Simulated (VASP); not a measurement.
# Co (Pm-3m) in VASP: notebook, part 2 of 2

VASP 6.6.1.

**3. Single point, PBEsol (volume scaled by 0.92)**

The input, INCAR:

```
ALGO = Normal
EDIFF = 1E-6
ENCUT = 520
GGA = PS
ISIF = 2
ISMEAR = -1
LASPH = T
LCHARG = F
LREAL = F
LWAVE = F
NBANDS = 10
NELM = 100
PREC = Accurate
SIGMA = 0.1
```

The input, KPOINTS:

```
k-points
0
Gamma
  16 16 16
```

The input, POSCAR:

```
Co
1.0
    2.1881732648      0.0000000000      0.0000000000
    0.0000000000      2.1881732648      0.0000000000
    0.0000000000      0.0000000000      2.1881732648
Co
1
Direct
    0.0000000000      0.0000000000      0.0000000000
```

Potentials or basis: VASP PAW PBE potentials, release 64 (Co).

Launch:

```console
> cat potpaw_PBE.64/Co/POTCAR > POTCAR
> mpirun -np 1 vasp_std > vasp.out
```

OUTCAR:

```text
EDIFF = 1E-6
   ENCUT = 520
   GGA = PS
   ISIF = 2
   ISMEAR = -1
   LASPH = T
   LREAL = F
   NELM = 100
   PREC = Accurate

 ion  position               nearest neighbor table
   1  0.000  0.000  0.000-

  LATTYP: Found a simple cubic cell.
 ALAT       =     2.1881732648

  Lattice vectors:

 A1 = (   2.1881732648,   0.0000000000,   0.0000000000)
 A2 = (   0.0000000000,   2.1881732648,   0.0000000000)
 A3 = (   0.0000000000,   0.0000000000,   2.1881732648)

Analysis of symmetry for initial positions (statically):
=====================================================================
 Subroutine PRICEL returns:
 Original cell was already a primitive cell.

 Routine SETGRP: Setting up the symmetry group for a
 simple cubic supercell.

 Subroutine GETGRP returns: Found 48 space group operations
 (whereof 48 operations were pure point group operations)
 out of a pool of 48 trial point group operations.

The static configuration has the point symmetry O_h .

Analysis of symmetry for dynamics (positions and initial velocities):
=====================================================================
 Subroutine PRICEL returns:
 Original cell was already a primitive cell.

 Routine SETGRP: Setting up the symmetry group for a
 simple cubic supercell.

 Subroutine GETGRP returns: Found 48 space group operations
 (whereof 48 operations were pure point group operations)
 out of a pool of 48 trial point group operations.

The dynamic configuration has the point symmetry O_h .

 Subroutine INISYM returns: Found 48 space group operations
 (whereof 48 operations are pure point group operations),
 and found     1 'primitive' translations

----------------------------------------------------------------------------------------

                                     Primitive cell

  volume of cell :      10.4772

  direct lattice vectors                    reciprocal lattice vectors
     2.188173265  0.000000000  0.000000000     0.457002202  0.000000000  0.000000000
     0.000000000  2.188173265  0.000000000     0.000000000  0.457002202  0.000000000
     0.000000000  0.000000000  2.188173265     0.000000000  0.000000000  0.457002202

  length of vectors
     2.188173265  2.188173265  2.188173265     0.457002202  0.457002202  0.457002202

  position of ions in fractional coordinates (direct lattice)
     0.000000000  0.000000000  0.000000000

  ion indices of the primitive-cell ions
   primitive index   ion index
                 1           1

----------------------------------------------------------------------------------------

 KPOINTS: k-points

Automatic generation of k-mesh.
 Grid dimensions read from file:
 generate k-points for:   16   16   16

 Generating k-lattice:

  Cartesian coordinates                     Fractional coordinates (reciprocal lattice)
     0.028562638  0.000000000  0.000000000     0.062500000  0.000000000  0.000000000
     0.000000000  0.028562638  0.000000000     0.000000000  0.062500000  0.000000000
     0.000000000  0.000000000  0.028562638     0.000000000  0.000000000  0.062500000

  Length of vectors
     0.028562638  0.028562638  0.028562638

  Shift w.r.t. Gamma in fractional coordinates (k-lattice)
     0.000000000  0.000000000  0.000000000

 Subroutine IBZKPT returns following result:
 ===========================================

 Found    165 irreducible k-points:

 Following reciprocal coordinates:
            Coordinates               Weight
  0.000000  0.000000  0.000000      1.000000
  0.062500  0.000000  0.000000      6.000000
  0.125000  0.000000  0.000000      6.000000
  0.187500  0.000000  0.000000      6.000000
  0.250000  0.000000  0.000000      6.000000
  0.312500  0.000000  0.000000      6.000000
[... 16 lines left out ...]
  0.437500  0.125000  0.000000     24.000000
  0.500000  0.125000  0.000000     12.000000
 [... further k-points ...]
   k-points           NKPTS =    165   k-points in BZ     NKDIM =    165   number of bands    NBANDS=     10
   number of dos      NEDOS =    301   number of ions     NIONS =      1
   total plane-waves  NPLWV =   4096
   dimension x,y,z NGX =    16 NGY =   16 NGZ =   16
   dimension x,y,z NGXF=    32 NGYF=   32 NGZF=   32
   ions per type =               1
   NGX,Y,Z   is equivalent  to a cutoff of  12.16, 12.16, 12.16 a.u.
   NGXF,Y,Z  is equivalent  to a cutoff of  24.31, 24.31, 24.31 a.u.
 SYSTEM =  unknown system
   PREC   = accura    normal or accurate (medium, high low for compatibility)
   ISTART =      0    job   : 0-new  1-cont  2-samecut
   ICHARG =      2    charge: 1-file 2-atom 10-const
   ISPIN  =      1    spin polarized calculation?
   LNONCOLLINEAR =      F non collinear calculations
   LSORBIT =      F    spin-orbit coupling
   LASPH  =      T    aspherical Exc in radial PAW
   ENCUT  =  520.0 eV  38.22 Ry    6.18 a.u.   4.07  4.07  4.07*2*pi/ulx,y,z
   NELM   =    100;   NELMIN=  2; NELMDL= -5     # of ELM steps
   EDIFF  = 0.1E-05   stopping-criterion for ELM
   LREAL  =      F    real-space projection
   EDIFFG = 0.1E-04   stopping-criterion for IOM
   NSW    =      0    number of steps for IOM
   IBRION =     -1    ionic relax: 0-MD 1-quasi-New 2-CG
   NFREE  =      0    steps in history (QN), initial steepest desc. (CG)
   ISIF   =      2    stress and relaxation
   ISYM   =      2    0-nonsym 1-usesym 2-fastsym
   POTIM  = 0.5000    time-step for ionic-motion
   TEBEG  =    0.0;   TEEND  =   0.0 temperature during run
   PSTRESS=    0.0 pullay stress
   NELECT =       9.0000    total number of electrons
   NUPDOWN=      -1.0000    fix difference up-down
   EMIN   =  10.00;   EMAX   =-10.00  energy-range for DOS
   EFERMI =   0.00;   METHOD = LEGACY
   ISMEAR =    -1;   SIGMA  =   0.10  broadening in eV -4-tet -1-fermi 0-gaus
   EFERMI_NEDOS =   21; number of points for ismear=-14 and -15
   IALGO  =     38    algorithm
   IMIX   =      4    mixing-type and parameters
     AMIX     =   0.40;   BMIX     =  1.00
     AMIX_MAG =   1.60;   BMIX_MAG =  1.00
  volume/ion in A,a.u.               =      10.48        70.70
  Fermi-wavevector in a.u.,A,eV,Ry     =   1.556231  2.940849 32.951321  2.421854
  Thomas-Fermi vector in A             =   2.660057
   LORBIT       =      0    0 simple, 1 ext, 2 COOP (PROOUT), +10 PAW based schemes
   GGA     = PS    functional components
   LHFCALC =     F    Hartree Fock is set to
   AEXX    =    0.0000 exact exchange contribution
   IVDW    =     0    specifies the selected vdW correction
   LEPSILON=     F    determine dielectric tensor
   LRPA    =     F    only Hartree local field effects (RPA)
 non-spin polarized calculation
  energy-cutoff  :      520.00
  volume of cell :       10.48
 maximum number of plane-waves:       300
   NGX =  9   NGY =  9   NGZ =  9

 number of electron       9.0000013 magnetization

 Free energy of the ion-electron system (eV)
  ---------------------------------------------------
  ext. energy  EPLUGINS =         0.00000000
  ---------------------------------------------------
  free energy    TOTEN  =        -6.68159638 eV

  energy without entropy =       -6.60140234  energy(sigma->0) =       -6.64149936

 E-fermi :  10.6857     XC(G=0): -13.6926

 val. band max:       10.6776631666   @ k =   0.4375   0.2500   0.0000
 cond. band min:      10.6864861420   @ k =   0.5000   0.4375   0.3125
 fundamental gap:      0.0088229755
 Fermi energy:        10.6856714276

 k-point     1 :       0.0000    0.0000    0.0000
  band No.  band energies     occupation
      1       1.5898      2.00000
      2       6.3842      2.00000
      3       6.3842      2.00000
      4      11.2830      0.00508
      5      11.2830      0.00508
      6      11.2830      0.00508
      7      32.5305      0.00000
      8      32.5305      0.00000
      9      32.5305      0.00000
     10      37.0146      0.00000

 k-point     2 :       0.0625    0.0000    0.0000
  band No.  band energies     occupation
      1       1.7247      2.00000
      2       6.4080      2.00000
      3       6.4619      2.00000
      4      11.2143      0.01007
      5      11.2143      0.01007
      6      11.2884      0.00481
      7      30.9249      0.00000
      8      32.7222      0.00000
      9      32.7222      0.00000
     10      36.9915      0.00000
[... 274 lines left out ...]
 k-point    24 :       0.5000    0.1250    0.0000
  band No.  band energies     occupation
      1       6.6829      2.00000
      2       7.4062      2.00000
      3       7.7822      2.00000
      4       9.7160      1.99988
      5      11.2028      0.01129
      6      11.2658      0.00603
      7      16.3920      0.00000
      8      33.8151      0.00000
      9      37.3952      0.00000
     10      38.7196      0.00000

 [... further k-points ...]
[... 5 lines left out ...]
  --------------------------------------------------------------------------------------
  -------------------------------------------------------------------------------------
  Total        1.2812461      1.2812461      1.2812461      0.0000000      0.0000000     -0.0000000
  in kB      195.9286777    195.9286777    195.9286777      0.0000000      0.0000000     -0.0000000
  external PRESSURE =     195.9286777 kB  Pullay stress =       0.0000000 kB

 VOLUME and BASIS-vectors are now :
 -----------------------------------------------------------------------------
  energy-cutoff  :      520.00
  volume of cell :       10.48
      direct lattice vectors                 reciprocal lattice vectors
     2.188173265  0.000000000  0.000000000     0.457002202  0.000000000  0.000000000
     0.000000000  2.188173265  0.000000000     0.000000000  0.457002202  0.000000000
     0.000000000  0.000000000  2.188173265     0.000000000  0.000000000  0.457002202

 POSITION                                       TOTAL-FORCE (eV/Angst)
 -----------------------------------------------------------------------------------
      0.00000      0.00000      0.00000         0.000000      0.000000      0.000000
 -----------------------------------------------------------------------------------
    total drift:                                0.000000      0.000000      0.000000

  FREE ENERGIE OF THE ION-ELECTRON SYSTEM (eV)
  ---------------------------------------------------
  free  energy   TOTEN  =        -6.6815963806 eV

  energy  without entropy=       -6.6014023376  energy(sigma->0) =       -6.64149936
```

It took 24 s on 1 thread of AMD EPYC 7R13, shared host; peak memory 0.1 GiB.

What came out:

| Property | Result |
| --- | --- |
| Free energy | -6.6816 eV |
| Pressure | 19.6 GPa |

Levels at points of the mesh, in eV from the Fermi level:
```csv
k point,band 1,band 2,band 3,band 4,band 5,band 6,band 7,band 8,band 9
"(0.00, 0.00, 0.00)",-9.10,-4.30,-4.30,0.60,0.60,0.60,21.84,21.84,21.84
"(0.50, 0.00, 0.00)",-4.41,-3.65,-1.54,-1.02,-1.02,0.74,5.67,25.47,29.27
"(0.50, 0.50, 0.00)",-5.36,-3.04,-0.68,-0.68,1.68,5.97,5.97,12.88,15.08
"(0.50, 0.50, 0.50)",-3.94,-3.94,-3.94,1.77,1.77,13.68,14.21,14.21,14.21
```

Caveat: the PAW data sets were made with another functional, which shifts forces and pressure a little; the run has no spin polarisation, though such a crystal can be magnetic.

**4. Single point, PBEsol (volume scaled by 0.96)**

The input, INCAR:

```
ALGO = Normal
EDIFF = 1E-6
ENCUT = 520
GGA = PS
ISIF = 2
ISMEAR = -1
LASPH = T
LCHARG = T
LELF = T
LREAL = F
LVHAR = T
LWAVE = F
NBANDS = 10
NELM = 80
PREC = Accurate
SIGMA = 0.1
```

KPOINTS is that of step 3.

The input, POSCAR:

```
Co
1.0
    2.2194371068      0.0000000000      0.0000000000
    0.0000000000      2.2194371068      0.0000000000
    0.0000000000      0.0000000000      2.2194371068
Co
1
Direct
    0.0000000000      0.0000000000      0.0000000000
```

Potentials or basis: VASP PAW PBE potentials, release 64 (Co).

Launch:

```console
> cat potpaw_PBE.64/Co/POTCAR > POTCAR
> mpirun -np 1 vasp_std > vasp.out
```

OUTCAR:

```text
EDIFF = 1E-6
   ENCUT = 520
   GGA = PS
   ISIF = 2
   ISMEAR = -1
   LASPH = T
   LREAL = F
   NELM = 80
   PREC = Accurate

 ion  position               nearest neighbor table
   1  0.000  0.000  0.000-

  LATTYP: Found a simple cubic cell.
 ALAT       =     2.2194371068

  Lattice vectors:

 A1 = (   2.2194371068,   0.0000000000,   0.0000000000)
 A2 = (   0.0000000000,   2.2194371068,   0.0000000000)
 A3 = (   0.0000000000,   0.0000000000,   2.2194371068)

Analysis of symmetry for initial positions (statically):
=====================================================================
 Subroutine PRICEL returns:
 Original cell was already a primitive cell.

 Routine SETGRP: Setting up the symmetry group for a
 simple cubic supercell.

 Subroutine GETGRP returns: Found 48 space group operations
 (whereof 48 operations were pure point group operations)
 out of a pool of 48 trial point group operations.

The static configuration has the point symmetry O_h .

Analysis of symmetry for dynamics (positions and initial velocities):
=====================================================================
[... 157 lines left out ...]

 val. band max:       10.0147374026   @ k =   0.4375   0.2500   0.0000
 cond. band min:      10.0230092704   @ k =   0.5000   0.2500   0.0000
 fundamental gap:      0.0082718678
 Fermi energy:        10.0219358554

 k-point     1 :       0.0000    0.0000    0.0000
  band No.  band energies     occupation
      1       1.2146      2.00000
      2       5.9686      2.00000
      3       5.9686      2.00000
      4      10.5816      0.00740
      5      10.5816      0.00740
      6      10.5816      0.00740
      7      31.3198      0.00000
      8      31.3198      0.00000
      9      31.3198      0.00000
     10      35.6577      0.00000
[... 287 lines left out ...]
 k-point    24 :       0.5000    0.1250    0.0000
  band No.  band energies     occupation
      1       6.1889      2.00000
      2       6.9219      2.00000
      3       7.2994      2.00000
      4       9.1145      1.99977
      5      10.5065      0.01561
      6      10.6120      0.00546
      7      15.4380      0.00000
      8      32.7034      0.00000
      9      35.9038      0.00000
     10      37.4868      0.00000

 [... further k-points ...]
[... 5 lines left out ...]
  --------------------------------------------------------------------------------------
  -------------------------------------------------------------------------------------
  Total        0.5591337      0.5591337      0.5591337      0.0000000     -0.0000000     -0.0000000
  in kB       81.9403384     81.9403384     81.9403384      0.0000000     -0.0000000     -0.0000000
  external PRESSURE =      81.9403384 kB  Pullay stress =       0.0000000 kB

 VOLUME and BASIS-vectors are now :
 -----------------------------------------------------------------------------
  energy-cutoff  :      520.00
  volume of cell :       10.93
      direct lattice vectors                 reciprocal lattice vectors
     2.219437107  0.000000000  0.000000000     0.450564694  0.000000000  0.000000000
     0.000000000  2.219437107  0.000000000     0.000000000  0.450564694  0.000000000
     0.000000000  0.000000000  2.219437107     0.000000000  0.000000000  0.450564694

 POSITION                                       TOTAL-FORCE (eV/Angst)
 -----------------------------------------------------------------------------------
      0.00000      0.00000      0.00000         0.000000      0.000000      0.000000
 -----------------------------------------------------------------------------------
    total drift:                                0.000000      0.000000     -0.000000

  FREE ENERGIE OF THE ION-ELECTRON SYSTEM (eV)
  ---------------------------------------------------
  free  energy   TOTEN  =        -6.7204335711 eV

  energy  without entropy=       -6.6356049577  energy(sigma->0) =       -6.67801926
```

stdout:

```text
POSCAR found type information on POSCAR Co
 POSCAR found :  1 types and       1 ions
 scaLAPACK will be used
 -----------------------------------------------------------------------------
|                                                                             |
|                                                                             |
|     You enforced a specific xc type in the INCAR file but a different       |
|     I HOPE YOU KNOW WHAT YOU ARE DOING!                                     |
|                                                                             |
 -----------------------------------------------------------------------------

 LDA part: xc-table for (Slater+PW92), standard interpolation
 POSCAR, INCAR and KPOINTS ok, starting setup
 FFT: planning ... GRIDC
 FFT: planning ... GRID_SOFT
 FFT: planning ... GRID
 WAVECAR not read
 entering main loop
```

Wall time 30 s (1 thread of AMD EPYC 7R13, shared host); peak memory 0.1 GiB.

Results:

```
Free energy : -6.7204 eV
Pressure    : 8.2 GPa
```

Caveat: the PAW data sets were made with another functional, which shifts forces and pressure a little; the run has no spin polarisation, though such a crystal can be magnetic. Spin polarisation is off, so any magnetic state and its effect on volume and gap are missing.

**5. Summary**

```csv
cell,k mesh,gap on the mesh (eV),pressure (GPa)
"a = 2.250 Å, 1 atom",14 × 14 × 14,none,-1.0
"a = 2.188 Å, 1 atom",16 × 16 × 16,none,19.6
"a = 2.219 Å, 1 atom",16 × 16 × 16,none,8.2
```

Alike in all rows: task single point; level PBEsol; potentials or basis VASP PAW PBE potentials, release 64 (Co); no spin polarisation; cutoff (eV) 520; smearing fermi-dirac 0.1 eV.

Caveats: the PAW data sets were made with another functional, which shifts forces and pressure a little; the run has no spin polarisation, though such a crystal can be magnetic.

Absolute energies hang on the potentials; compare differences alone.
